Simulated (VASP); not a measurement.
# CuO (Cccm) in VASP: further runs

The runs below take CuO through single point, with PBEsol.

All numbers are computed with VASP 6.6.1; they aren't measurements. Logs are shortened: lines on timing, memory, paths and dates and some standing lists are left out, and cuts for length are marked.

## (1) The cell of the first run

It takes space group Cccm (No. 66, orthorhombic). The conventional cell has a = 3.942 Å, b = 4.264 Å, c = 5.156 Å, α = 90.00°, β = 90.00°, γ = 90.00°. Within 2.6 Å of Cu (site symmetry 2/m) lie 4 O at 1.94 Å. Within 2.6 Å of O (site symmetry 222) lie 4 Cu at 1.94 Å and 2 O at 2.58 Å.

## (2) Single point, PBEsol

The input, INCAR:

```
SYSTEM = CuO
  ALGO = Normal
  EDIFF = 1E-6
  ENCUT = 1340
  GGA = PS
  GGA_COMPAT = .FALSE.
  ISIF = 2
  ISMEAR = -1
  LASPH = .TRUE.
  LCHARG = .FALSE.
  LREAL = .FALSE.
  LWAVE = .FALSE.
  NBANDS = 33
  NELM = 120
  PREC = Accurate
  SIGMA = 0.05
```

The input, KPOINTS:

```
k-points
0
G
  8 8 5
  0 0 0
```

The input, POSCAR:

```
CuO
1.0
    1.9710583200     -2.1320145000      0.0000000000
    1.9710583200      2.1320145000      0.0000000000
    0.0000000000      0.0000000000      5.1559280000
Cu O
2 2
Direct
    0.5000000000      0.0000000000      0.0000000000
    0.0000000000      0.5000000000      0.5000000000
    0.5000000000      0.5000000000      0.2500000000
    0.5000000000      0.5000000000      0.7500000000
```

Potentials or basis: VASP PAW PBE potentials, release 64 (Cu_sv_GW, O_h).

Run with:

```
> cat potpaw_PBE.64/Cu_sv_GW/POTCAR potpaw_PBE.64/O_h/POTCAR > POTCAR
> mpirun -np 1 vasp_std > vasp.out
```

OUTCAR:

```text
SYSTEM = CuO
   EDIFF = 1E-6
   ENCUT = 1340
   GGA = PS
   ISIF = 2
   ISMEAR = -1
   LASPH = .TRUE.
   LREAL = .FALSE.
   NELM = 120
   PREC = Accurate

 ion  position               nearest neighbor table
   1  0.500  0.000  0.000-   3 1.94   4 1.94   3 1.94   4 1.94
   2  0.000  0.500  0.500-   3 1.94   4 1.94   3 1.94   4 1.94
   3  0.500  0.500  0.250-   1 1.94   2 1.94   1 1.94   2 1.94
   4  0.500  0.500  0.750-   1 1.94   2 1.94   1 1.94   2 1.94

  LATTYP: Found a base centered orthorhombic cell.
 ALAT       =     3.9421166400
 B/A-ratio  =     1.0816597755
 C/A-ratio  =     1.3079085351

  Lattice vectors:

 A1 = (   1.9710583200,  -2.1320145000,   0.0000000000)
 A2 = (   1.9710583200,   2.1320145000,   0.0000000000)
 A3 = (   0.0000000000,   0.0000000000,   5.1559280000)

Analysis of symmetry for initial positions (statically):
=====================================================================
 Subroutine PRICEL returns:
 Original cell was already a primitive cell.

 Routine SETGRP: Setting up the symmetry group for a
 base centered orthorhombic supercell.

 Subroutine GETGRP returns: Found  8 space group operations
 (whereof  4 operations were pure point group operations)
 out of a pool of  8 trial point group operations.

The static configuration has the point symmetry C_2h.
 The point group associated with its full space group is D_2h.

Analysis of symmetry for dynamics (positions and initial velocities):
=====================================================================
 Subroutine PRICEL returns:
 Original cell was already a primitive cell.

 Routine SETGRP: Setting up the symmetry group for a
 base centered orthorhombic supercell.

 Subroutine GETGRP returns: Found  8 space group operations
 (whereof  4 operations were pure point group operations)
 out of a pool of  8 trial point group operations.

The dynamic configuration has the point symmetry C_2h.
 The point group associated with its full space group is D_2h.

 Subroutine INISYM returns: Found  8 space group operations
 (whereof  4 operations are pure point group operations),
 and found     1 'primitive' translations

----------------------------------------------------------------------------------------

                                     Primitive cell

  volume of cell :      43.3338

  direct lattice vectors                    reciprocal lattice vectors
     1.971058320 -2.132014500  0.000000000     0.253670830 -0.234519981  0.000000000
     1.971058320  2.132014500  0.000000000     0.253670830  0.234519981  0.000000000
[... 91 lines left out ...]
   EDIFFG = 0.1E-04   stopping-criterion for IOM
   NSW    =      0    number of steps for IOM
   IBRION =     -1    ionic relax: 0-MD 1-quasi-New 2-CG
   NFREE  =      0    steps in history (QN), initial steepest desc. (CG)
   ISIF   =      2    stress and relaxation
   ISYM   =      2    0-nonsym 1-usesym 2-fastsym
   POTIM  = 0.5000    time-step for ionic-motion
   TEBEG  =    0.0;   TEEND  =   0.0 temperature during run
   PSTRESS=    0.0 pullay stress
   NELECT =      50.0000    total number of electrons
   NUPDOWN=      -1.0000    fix difference up-down
   EMIN   =  10.00;   EMAX   =-10.00  energy-range for DOS
   EFERMI =   0.00;   METHOD = LEGACY
   ISMEAR =    -1;   SIGMA  =   0.05  broadening in eV -4-tet -1-fermi 0-gaus
   EFERMI_NEDOS =   21; number of points for ismear=-14 and -15
   IALGO  =     38    algorithm
   IMIX   =      4    mixing-type and parameters
     AMIX     =   0.40;   BMIX     =  1.00
     AMIX_MAG =   1.60;   BMIX_MAG =  1.00
  volume/ion in A,a.u.               =      10.83        73.11
  Fermi-wavevector in a.u.,A,eV,Ry     =   1.717075  3.244802 40.114705  2.948348
  Thomas-Fermi vector in A             =   2.794143
   LORBIT       =      0    0 simple, 1 ext, 2 COOP (PROOUT), +10 PAW based schemes
   GGA     = PS    functional components
   LHFCALC =     F    Hartree Fock is set to
   AEXX    =    0.0000 exact exchange contribution
   IVDW    =     0    specifies the selected vdW correction
   LEPSILON=     F    determine dielectric tensor
   LRPA    =     F    only Hartree local field effects (RPA)
 non-spin polarized calculation
  energy-cutoff  :     1340.00
  volume of cell :       43.33
 maximum number of plane-waves:      4851
   NGX = 17   NGY = 17   NGZ = 31

 number of electron      50.0000003 magnetization

 Free energy of the ion-electron system (eV)
  ---------------------------------------------------
  ext. energy  EPLUGINS =         0.00000000
  ---------------------------------------------------
  free energy    TOTEN  =       -21.67325830 eV

  energy without entropy =      -21.65507254  energy(sigma->0) =      -21.66416542

 E-fermi :   5.3542     XC(G=0): -12.0794

 val. band max:        5.3498606508   @ k =  -0.2500   0.1250   0.0000
 cond. band min:       5.3836270910   @ k =   0.1250   0.1250   0.2000
 fundamental gap:      0.0337664402
 Fermi energy:         5.3541747663

 k-point     1 :       0.0000    0.0000    0.0000
  band No.  band energies     occupation
      1    -107.0830      2.00000
      2    -107.0827      2.00000
      3     -64.7257      2.00000
      4     -64.7255      2.00000
      5     -64.6902      2.00000
      6     -64.6840      2.00000
[... 853 lines left out ...]
     32      19.7821      0.00000
     33      20.8305      0.00000

 [... further k-points ...]

------------------------ aborting loop because EDIFF is reached ----------------------------------------

  FORCE on cell =-STRESS in cart. coord.  units (eV):
  Direction    XX          YY          ZZ          XY          YZ          ZX
  --------------------------------------------------------------------------------------
  -------------------------------------------------------------------------------------
  Total       -0.6064256     -0.9673832     -1.5006062      0.0000000      0.0000000      0.0000000
  in kB      -22.4213432    -35.7670130    -55.4818405      0.0000000      0.0000000      0.0000000
  external PRESSURE =     -37.8900656 kB  Pullay stress =       0.0000000 kB

 VOLUME and BASIS-vectors are now :
 -----------------------------------------------------------------------------
  energy-cutoff  :     1340.00
  volume of cell :       43.33
      direct lattice vectors                 reciprocal lattice vectors
     1.971058320 -2.132014500  0.000000000     0.253670830 -0.234519981  0.000000000
     1.971058320  2.132014500  0.000000000     0.253670830  0.234519981  0.000000000
     0.000000000  0.000000000  5.155928000     0.000000000  0.000000000  0.193951506

 POSITION                                       TOTAL-FORCE (eV/Angst)
 -----------------------------------------------------------------------------------
      0.98553     -1.06601      0.00000        -0.000000      0.000000     -0.000000
      0.98553      1.06601      2.57796         0.000000      0.000000     -0.000000
      1.97106      0.00000      1.28898         0.000000     -0.000000      0.000000
      1.97106      0.00000      3.86695         0.000000     -0.000000     -0.000000
 -----------------------------------------------------------------------------------
    total drift:                                0.000000     -0.000000     -0.000000

  FREE ENERGIE OF THE ION-ELECTRON SYSTEM (eV)
  ---------------------------------------------------
  free  energy   TOTEN  =       -21.6732583009 eV

  energy  without entropy=      -21.6550725417  energy(sigma->0) =      -21.66416542
```

OSZICAR:

```text
N       E                     dE             d eps       ncg     rms          rms(c)
DAV:   1     0.134201461872E+04    0.13420E+04   -0.50255E+04  6212   0.855E+03
DAV:   2     0.147930321798E+03   -0.11941E+04   -0.11518E+04  7092   0.154E+03
DAV:   3    -0.177713511389E+02   -0.16570E+03   -0.15966E+03  8161   0.636E+02
DAV:   4    -0.274378240016E+02   -0.96665E+01   -0.94865E+01  7295   0.187E+02
DAV:   5    -0.277675021191E+02   -0.32968E+00   -0.32625E+00  7676   0.295E+01    0.181E+01
DAV:   6    -0.266837687089E+02    0.10837E+01   -0.50513E+01  7236   0.382E+02    0.174E+01
DAV:   7    -0.215785538624E+02    0.51052E+01   -0.17680E+01  6812   0.309E+02    0.412E+00
DAV:   8    -0.216961211128E+02   -0.11757E+00   -0.20104E+00  6764   0.126E+01    0.211E+00
DAV:   9    -0.216750980672E+02    0.21023E-01   -0.80257E-02  7764   0.120E+01    0.477E-01
DAV:  10    -0.216732231738E+02    0.18749E-02   -0.84435E-03  7156   0.254E+00    0.221E-01
DAV:  11    -0.216732919740E+02   -0.68800E-04   -0.21041E-03  8164   0.103E+00    0.551E-02
DAV:  12    -0.216732619590E+02    0.30015E-04   -0.20020E-04  6916   0.376E-01    0.271E-02
DAV:  13    -0.216732577364E+02    0.42226E-05   -0.32787E-05  7180   0.289E-01    0.489E-03
DAV:  14    -0.216732583009E+02   -0.56451E-06   -0.41415E-07  3252   0.226E-02
   1 F= -.21673258E+02 E0= -.21664165E+02  d E =-.181858E-01
```

stdout:

```text
POSCAR found type information on POSCAR CuO
 POSCAR found :  2 types and       4 ions
 scaLAPACK will be used
 -----------------------------------------------------------------------------
|                                                                             |
|                                                                             |
|     You enforced a specific xc type in the INCAR file but a different       |
|     I HOPE YOU KNOW WHAT YOU ARE DOING!                                     |
|                                                                             |
 -----------------------------------------------------------------------------

 LDA part: xc-table for (Slater+PW92), standard interpolation
 POSCAR, INCAR and KPOINTS ok, starting setup
 FFT: planning ... GRIDC
 FFT: planning ... GRID_SOFT
 FFT: planning ... GRID
 WAVECAR not read
 entering main loop
```

It took 5.4 min on 1 thread of Intel Xeon Platinum 8488C (Sapphire Rapids), shared host; peak memory 0.52 GiB.

Results:

```
Free energy            : -21.6733 eV
Pressure               : -3.8 GPa
Band gap on the k mesh : zero (bands 25 and 26 overlap by 0.87 eV)
```

Stress tensor (GPa, compression positive):
```
-2.24  0.00  0.00
 0.00 -3.58  0.00
 0.00  0.00 -5.55
```

Levels at points of the mesh, in eV from the Fermi level:
| k point | band 22 | band 23 | band 24 | band 25 | band 26 | band 27 | band 28 | band 29 |
| --- | --- | --- | --- | --- | --- | --- | --- | --- |
| (0.00, 0.00, 0.00) | -2.38 | -2.31 | -1.94 | 0.60 | 0.79 | 1.40 | 6.00 | 7.29 |
| (0.50, 0.00, 0.00) | -1.89 | -1.56 | -1.51 | 0.24 | 0.47 | 3.47 | 5.94 | 6.37 |
| (0.50, 0.50, 0.00) | -2.32 | -1.59 | -1.19 | -1.14 | 1.18 | 2.03 | 7.10 | 9.11 |

Caveat: the cell stands under tension; the PAW data sets were made with another functional, which shifts forces and pressure a little; semilocal functionals often make such compounds metallic where correlation or magnetic order opens a gap, which also shifts bond lengths.

## (3) Single point, PBEsol

This run uses another cell than the first one, of 11.27 Å³/atom.

The input, INCAR:

```
ALGO = Normal
EDIFF = 1E-6
ENCUT = 820
GGA = PS
GGA_COMPAT = F
ISIF = 2
ISMEAR = -1
LASPH = T
LCHARG = F
LREAL = F
LWAVE = F
NBANDS = 33
NELM = 120
PREC = Accurate
SIGMA = 0.05
```

The input, KPOINTS:

```
k-points
0
Gamma
  9 9 5
```

The input, POSCAR:

```
CuO
1.0
    2.0041536028     -2.1678123362      0.0000000000
    2.0041536028      2.1678123362      0.0000000000
    0.0000000000      0.0000000000      5.1900742137
Cu O
2 2
Direct
    0.5000000000      0.0000000000      0.0000000000
    0.0000000000      0.5000000000      0.5000000000
    0.5000000000      0.5000000000      0.2500000000
    0.5000000000      0.5000000000      0.7500000000
```

Potentials or basis: VASP PAW PBE potentials, release 64 (Cu_sv_GW, O).

Run with:

```
> cat potpaw_PBE.64/Cu_sv_GW/POTCAR potpaw_PBE.64/O/POTCAR > POTCAR
> mpirun -np 1 vasp_std > vasp.out
```

OUTCAR:

```text
EDIFF = 1E-6
   ENCUT = 820
   GGA = PS
   ISIF = 2
   ISMEAR = -1
   LASPH = T
   LREAL = F
   NELM = 120
   PREC = Accurate

 ion  position               nearest neighbor table
   1  0.500  0.000  0.000-   3 1.97   4 1.97   3 1.97   4 1.97
   2  0.000  0.500  0.500-   3 1.97   4 1.97   3 1.97   4 1.97
   3  0.500  0.500  0.250-   1 1.97   2 1.97   1 1.97   2 1.97
   4  0.500  0.500  0.750-   1 1.97   2 1.97   1 1.97   2 1.97

  LATTYP: Found a base centered orthorhombic cell.
 ALAT       =     4.0083072056
 B/A-ratio  =     1.0816597756
 C/A-ratio  =     1.2948294498

  Lattice vectors:

 A1 = (   2.0041536028,  -2.1678123362,   0.0000000000)
 A2 = (   2.0041536028,   2.1678123362,   0.0000000000)
 A3 = (   0.0000000000,   0.0000000000,   5.1900742137)

Analysis of symmetry for initial positions (statically):
=====================================================================
 Subroutine PRICEL returns:
 Original cell was already a primitive cell.

 Routine SETGRP: Setting up the symmetry group for a
 base centered orthorhombic supercell.

 Subroutine GETGRP returns: Found  8 space group operations
 (whereof  4 operations were pure point group operations)
 out of a pool of  8 trial point group operations.

The static configuration has the point symmetry C_2h.
 The point group associated with its full space group is D_2h.

Analysis of symmetry for dynamics (positions and initial velocities):
=====================================================================
 Subroutine PRICEL returns:
 Original cell was already a primitive cell.

 Routine SETGRP: Setting up the symmetry group for a
 base centered orthorhombic supercell.

 Subroutine GETGRP returns: Found  8 space group operations
[... 120 lines left out ...]
   NUPDOWN=      -1.0000    fix difference up-down
   EMIN   =  10.00;   EMAX   =-10.00  energy-range for DOS
   EFERMI =   0.00;   METHOD = LEGACY
   ISMEAR =    -1;   SIGMA  =   0.05  broadening in eV -4-tet -1-fermi 0-gaus
   EFERMI_NEDOS =   21; number of points for ismear=-14 and -15
   IALGO  =     38    algorithm
   IMIX   =      4    mixing-type and parameters
     AMIX     =   0.40;   BMIX     =  1.00
     AMIX_MAG =   1.60;   BMIX_MAG =  1.00
  volume/ion in A,a.u.               =      11.27        76.08
  Fermi-wavevector in a.u.,A,eV,Ry     =   1.694388  3.201928 39.061634  2.870949
  Thomas-Fermi vector in A             =   2.775622
   LORBIT       =      0    0 simple, 1 ext, 2 COOP (PROOUT), +10 PAW based schemes
   GGA     = PS    functional components
   LHFCALC =     F    Hartree Fock is set to
   AEXX    =    0.0000 exact exchange contribution
   IVDW    =     0    specifies the selected vdW correction
   LEPSILON=     F    determine dielectric tensor
   LRPA    =     F    only Hartree local field effects (RPA)
 non-spin polarized calculation
  energy-cutoff  :      820.00
  volume of cell :       45.10
 maximum number of plane-waves:      2442
   NGX = 13   NGY = 13   NGZ = 25

 number of electron      49.9999987 magnetization

 Free energy of the ion-electron system (eV)
  ---------------------------------------------------
  ext. energy  EPLUGINS =         0.00000000
  ---------------------------------------------------
  free energy    TOTEN  =       -21.60440593 eV

  energy without entropy =      -21.58492696  energy(sigma->0) =      -21.59466644

 E-fermi :   4.4946     XC(G=0): -11.8362

 val. band max:        4.4829532422   @ k =   0.1111   0.1111   0.4000
 cond. band min:       4.4993029967   @ k =   0.2222   0.1111   0.0000
 fundamental gap:      0.0163497545
 Fermi energy:         4.4945619142

 k-point     1 :       0.0000    0.0000    0.0000
  band No.  band energies     occupation
      1    -107.8045      2.00000
      2    -107.8040      2.00000
      3     -65.4472      2.00000
      4     -65.4469      2.00000
      5     -65.4132      2.00000
      6     -65.4083      2.00000
[... 853 lines left out ...]
     32      15.6800      0.00000
     33      16.0493      0.00000

 [... further k-points ...]

------------------------ aborting loop because EDIFF is reached ----------------------------------------

  FORCE on cell =-STRESS in cart. coord.  units (eV):
  Direction    XX          YY          ZZ          XY          YZ          ZX
  --------------------------------------------------------------------------------------
  -------------------------------------------------------------------------------------
  Total       -2.1071725     -2.6310255     -3.3261780      0.0000000      0.0000000      0.0000000
  in kB      -74.8607931    -93.4715383   -118.1679823      0.0000000      0.0000000      0.0000000
  external PRESSURE =     -95.5001046 kB  Pullay stress =       0.0000000 kB

 VOLUME and BASIS-vectors are now :
 -----------------------------------------------------------------------------
  energy-cutoff  :      820.00
  volume of cell :       45.10
      direct lattice vectors                 reciprocal lattice vectors
     2.004153603 -2.167812336  0.000000000     0.249481876 -0.230647271  0.000000000
     2.004153603  2.167812336  0.000000000     0.249481876  0.230647271  0.000000000
     0.000000000  0.000000000  5.190074214     0.000000000  0.000000000  0.192675472

 POSITION                                       TOTAL-FORCE (eV/Angst)
 -----------------------------------------------------------------------------------
      1.00208     -1.08391      0.00000         0.000000      0.000000     -0.000000
      1.00208      1.08391      2.59504         0.000000      0.000000     -0.000000
      2.00415      0.00000      1.29752         0.000000     -0.000000      0.000000
      2.00415      0.00000      3.89256         0.000000     -0.000000     -0.000000
 -----------------------------------------------------------------------------------
    total drift:                                0.000000     -0.000000     -0.000000

  FREE ENERGIE OF THE ION-ELECTRON SYSTEM (eV)
  ---------------------------------------------------
  free  energy   TOTEN  =       -21.6044059271 eV

  energy  without entropy=      -21.5849269602  energy(sigma->0) =      -21.59466644
```

stdout:

```text
POSCAR found type information on POSCAR CuO
 POSCAR found :  2 types and       4 ions
 scaLAPACK will be used
 -----------------------------------------------------------------------------
|                                                                             |
|                                                                             |
|     You enforced a specific xc type in the INCAR file but a different       |
|     I HOPE YOU KNOW WHAT YOU ARE DOING!                                     |
|                                                                             |
 -----------------------------------------------------------------------------

 LDA part: xc-table for (Slater+PW92), standard interpolation
 POSCAR, INCAR and KPOINTS ok, starting setup
 FFT: planning ... GRIDC
 FFT: planning ... GRID_SOFT
 FFT: planning ... GRID
 WAVECAR not read
 entering main loop
```

Run time: 3.8 min. Hardware: 1 thread of AMD EPYC 7R13 (Zen 3), shared host; peak memory 0.31 GiB.

What came out:

```yaml
Free_energy: -21.6044 eV
Pressure: -9.6 GPa
Band_gap_on_the_k_mesh: zero (bands 25 and 26 overlap by 0.85 eV)
```

Stress tensor (GPa, compression positive):
```
 -7.49   0.00   0.00
  0.00  -9.35   0.00
  0.00   0.00 -11.82
```

Caveat: the cell stands under tension; the PAW data sets were made with another functional, which shifts forces and pressure a little; semilocal functionals often make such compounds metallic where correlation or magnetic order opens a gap, which also shifts bond lengths. With open d or f shells a metallic result of PBEsol can be an artefact of self-interaction; +U or a hybrid may open a gap.

The gap in the log of VASP goes by the Fermi energy; the results here count the filled bands.